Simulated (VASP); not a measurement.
A run of VASP 6.6.1 is set up as follows.

File POSCAR:

```
Y
1.0
   -2.0359161476      2.0359161476      2.0359161476
    2.0359161476     -2.0359161476      2.0359161476
    2.0359161476      2.0359161476     -2.0359161476
Y
1
Direct
    0.0000000000      0.0000000000      0.0000000000
```

File INCAR.step1:

```
SYSTEM = Y
PREC = Accurate ; ENCUT = 520
ISMEAR = -1 ; SIGMA = 0.05
LREAL = .False. ; LASPH = .True.
NELM = 150 ; ISPIN = 2
MAGMOM = 0.256 ; LMAXMIX = 4
NBANDS = 16 ; GGA = PE
ALGO = Normal ; EDIFF = 1E-4
LWAVE = .True. ; LCHARG = .False.
```

INCAR.step2

```
SYSTEM = Y
PREC = Accurate ; ENCUT = 520
EDIFF = 1E-7 ; ISMEAR = -1
SIGMA = 0.05 ; LREAL = .False.
LASPH = .True. ; NELM = 150
ALGO = Normal ; ISIF = 2
LWAVE = .False. ; LCHARG = .True.
ISPIN = 2 ; MAGMOM = 0.256
LORBIT = 11 ; LMAXMIX = 4
METAGGA = R2SCAN ; LMIXTAU = .True.
LELF = .True. ; LVHAR = .True.
NBANDS = 16 ; ISTART = 1
```

File KPOINTS:

```
Automatic mesh
0
Gamma
  12 12 12
  0 0 0
```

Potentials or basis: VASP PAW PBE potentials, release 64 (Y_sv).

The run is started by

```sh
$ cat potpaw_PBE.64/Y_sv/POTCAR > POTCAR
$ cp INCAR.step1 INCAR
$ mpirun -np 1 vasp_std > vasp.out
$ cp INCAR.step2 INCAR
$ mpirun -np 1 vasp_std > vasp.out
```

(1) Estimate the pressure.

(2) What does it give for the net moment?

## Answers

(1) -0.1 GPa.

(2) 0.00 μB per cell.

Caveat: the PAW data sets were made with another functional, which shifts forces and pressure a little.
